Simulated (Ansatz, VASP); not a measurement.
Ga4Ir: VASP beside Ansatz

```
Ga Ir
1.0
    -2.88763    2.88763    2.88763
     2.88763   -2.88763    2.88763
     2.88763    2.88763   -2.88763
Ga Ir
4 1
Direct
  0.00000 0.00000 0.50000
  0.50000 0.00000 0.00000
  0.50000 0.50000 0.50000
  0.00000 0.50000 0.00000
  0.00000 0.00000 0.00000
```

Change from the starting cell: species swapped into the NiHg4 type (Im-3m, No. 229).

Alike in both runs: task relaxation of cell and atoms; functional PBE; k mesh 10 × 10 × 10; occupations gaussian, width 0.1 eV; no spin polarisation.

|  | VASP | Ansatz |
| --- | --- | --- |
| version | VASP 6.6.1 | Ansatz 0.2.0 |
| potentials or method | VASP PAW PBE potentials, release 64 (Ga_d, Ir), cutoff 600 eV | scalar-relativistic, plane waves, PAW |
| valence electrons in the cell | 61 | 69 |

|  | VASP | Ansatz | Ansatz less VASP |
| --- | --- | --- | --- |
| gap on the k mesh at the Fermi level, each at its own relaxed structure (eV) | none | none | - |
| relaxed volume (Å³/atom) | 19.45 | 19.41 | -0.040 |
| relaxed cell length with the largest relative difference (Å) | 5.018 | 5.014 | -0.0035 |

A gap of «none» marks a metal or a gap that the smearing closes. VASP's potentials hold 61 valence electrons a cell and Ansatz's 69, so a difference there can come from the potentials and not from the codes.

Spin-orbit coupling is off throughout.
